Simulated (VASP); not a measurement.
Fe, 1 atom in the cell. It takes space group Im-3m (No. 229, cubic). The conventional cell has a = 2.847 Å, b = 2.847 Å, c = 2.847 Å, α = 90.00°, β = 90.00°, γ = 90.00°. Within 3.3 Å of Fe (site symmetry m-3m) lie 14 Fe at 2.47 to 2.85 Å. 

| Item | Value |
| --- | --- |
| Program | VASP 6.6.1 |
| Task | single point |
| Functional | PBEsol |
| Dispersion | D3(BJ) |
| Potentials or basis | VASP PAW PBE potentials, release 64 (Fe) |
| Cutoff | 520 eV |
| k mesh | 13 × 13 × 13 |
| Occupations | methfessel-paxton, width 0.1 eV |
| Spin | collinear spin, ferromagnetic start |
| Starting moments | [3.0] μB |
| Dipole correction | no |
| Further INCAR settings | ALGO = Normal; EDIFF = 1e-06; NBANDS = 14 |

Potentials or basis: VASP PAW PBE potentials, release 64 (Fe).

The run is started by

```console
$ cat potpaw_PBE.64/Fe/POTCAR > POTCAR
$ mpirun -np 1 vasp_std > vasp.out
```

Hardware: 1 thread of AMD EPYC 9R45 96-Core Processor (Zen 5) (shared host).

**Question.** Estimate the wall time of this run.

**Answer.** Run time: 14 s on 1 thread of AMD EPYC 9R45 96-Core Processor (Zen 5) (shared host), peak memory 0.12 GiB. Counts: scf iterations 12, k points 84.
